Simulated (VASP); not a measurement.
Set up this calculation in VASP 6.6.1, as the native input.

| Quantity | Value |
| --- | --- |
| Task | single point |
| Functional | r2SCAN |
| Potentials or basis | VASP PAW PBE potentials, release 64 (Ge_d, Pt) |
| Cutoff | 520 eV |
| k mesh | 6 × 10 × 6 |
| Occupations | gaussian, width 0.05 eV |
| Spin | no spin polarisation |
| Dipole correction | no |
| Further INCAR settings | ALGO = Normal; EDIFF = 1e-07; NBANDS = 58 |

The system is GePt.

```xyz
8
Lattice="5.7789 0.0000 0.0000 0.0000 3.7054 0.0000 0.0000 0.0000 6.1382" Properties=species:S:1:pos:R:3 pbc="T T T"
Ge    1.0810    0.9263    3.6001
Ge    1.8084    2.7790    0.5310
Ge    3.9705    0.9263    5.6072
Ge    4.6979    2.7790    2.5381
Pt    5.7623    0.9263    1.1898
Pt    2.9060    2.7790    4.2589
Pt    2.8728    0.9263    1.8793
Pt    0.0166    2.7790    4.9484
```

These files were run (other wordings do the same):

POSCAR

```
GePt
1.0
    5.7788732440      0.0000000000      0.0000000000
    0.0000000000      3.7053844398      0.0000000000
    0.0000000000      0.0000000000      6.1381823711
Ge Pt
4 4
Direct
    0.1870635474      0.2500000000      0.5865098201
    0.3129364526      0.7500000000      0.0865098201
    0.6870635474      0.2500000000      0.9134901799
    0.8129364526      0.7500000000      0.4134901799
    0.9971253416      0.2500000000      0.1938355806
    0.5028746584      0.7500000000      0.6938355806
    0.4971253416      0.2500000000      0.3061644194
    0.0028746584      0.7500000000      0.8061644194
```

INCAR.step1

```
SYSTEM = GePt
PREC = Accurate ; ENCUT = 520
ISMEAR = 0 ; SIGMA = 0.05
LREAL = .FALSE. ; LASPH = .TRUE.
NELM = 60 ; NBANDS = 58
GGA = PE ; ALGO = Normal
EDIFF = 1E-4 ; LWAVE = .TRUE.
LCHARG = .FALSE. ; KPAR = 4
```

INCAR.step2

```
SYSTEM = GePt
PREC = Accurate ; ENCUT = 520
EDIFF = 1E-7 ; ISMEAR = 0
SIGMA = 0.05 ; LREAL = .FALSE.
LASPH = .TRUE. ; NELM = 60
ALGO = Normal ; ISIF = 2
LWAVE = .FALSE. ; LCHARG = .FALSE.
METAGGA = R2SCAN ; LMIXTAU = .TRUE.
NBANDS = 58 ; ISTART = 1
KPAR = 4
```

KPOINTS

```
Automatic mesh
0
G
  6 10 6
  0 0 0
```

Potentials or basis: VASP PAW PBE potentials, release 64 (Ge_d, Pt).

The run is started by

```bash
$ cat potpaw_PBE.64/Ge_d/POTCAR potpaw_PBE.64/Pt/POTCAR > POTCAR
$ cp INCAR.step1 INCAR
$ mpirun -np 4 vasp_std > vasp.out
$ cp INCAR.step2 INCAR
$ mpirun -np 4 vasp_std > vasp.out
```

Results of the run:

```
Pressure               : 0.1 GPa
Largest force          : 0.008 eV/Å
Band gap on the k mesh : zero (bands 48 and 49 overlap by 1.44 eV)
```

Caveat: the PAW data sets were made with another functional, which shifts forces and pressure a little; spin-orbit coupling is left out, which moves the levels of the heavy elements.

Run time: 20 min on 4 MPI ranks on Oxide Virtual Turin-like Processor (shared host), peak memory 0.63 GiB a rank.
